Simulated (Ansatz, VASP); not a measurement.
# One calculation of IrO2, two programs

```
Ir O
1.0
     4.50283    0.00000    0.00000
     0.00000    4.50283    0.00000
     0.00000    0.00000    3.17214
Ir O
2 4
Direct
  0.00000 0.00000 0.00000
  0.50000 0.50000 0.50000
  0.30852 0.30852 0.00000
  0.19148 0.80852 0.50000
  0.69148 0.69148 0.00000
  0.80852 0.19148 0.50000
```

Alike in both runs: functional PBE; dispersion D3(BJ); k mesh 8 × 8 × 12; occupations gaussian, width 0.1 eV; no spin polarisation.

Ansatz relaxed the structure, and its values are those at the end. VASP's run is a single point on that final structure, the one shown.

|  | VASP | Ansatz |
| --- | --- | --- |
| version | VASP 6.6.1 | Ansatz 0.2.0 |
| potentials or method | VASP PAW PBE potentials, release 64 (Ir, O), cutoff 600 eV | scalar-relativistic, plane waves, PAW |
| valence electrons in the cell | 42 | 58 |

|  | VASP | Ansatz | Ansatz less VASP |
| --- | --- | --- | --- |
| gap on the k mesh at the Fermi level (eV) | none | none | - |
| pressure (GPa) | 2.2 | 0.0 | -2.23 |

A gap of «none» marks a metal or a gap that the smearing closes. VASP's potentials hold 42 valence electrons a cell and Ansatz's 58, so a difference there can come from the potentials and not from the codes.

Spin-orbit coupling is off throughout.
